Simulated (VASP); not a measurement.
The system is AlN.

```xyz
4
Lattice="3.1130 0.0000 0.0000 -1.5565 2.6959 0.0000 0.0000 0.0000 4.9810" Properties=species:S:1:pos:R:3 pbc="T T T"
Al    0.0000    1.7973    0.0000
Al    1.5565    0.8986    2.4905
N     0.0000    1.7973    1.8928
N     1.5565    0.8986    4.3833
```

Base run:

* Program: VASP 6.6.1
* Functional: PBE
* Potentials or basis: VASP PAW PBE potentials, release 64 (Al, N)
* Cutoff: 600 eV
* k mesh: 6 × 6 × 4
* Occupations: gaussian, width 0.01 eV
* Spin: no spin polarisation

Its results: band gap on the k mesh 4.22 eV; pressure 3.3 GPa; largest force 0.130 eV/Å.

The run is repeated on the same cell with these changes: functional from PBE to r2SCAN; cutoff from 600 eV to 660 eV. What comes out?

Band gap on the k mesh 4.90 eV; pressure -1.3 GPa; largest force 0.122 eV/Å.

Caveats: the cell stands under pressure (at least some runs); the PAW data sets were made with another functional, which shifts forces and pressure a little (at least some runs).

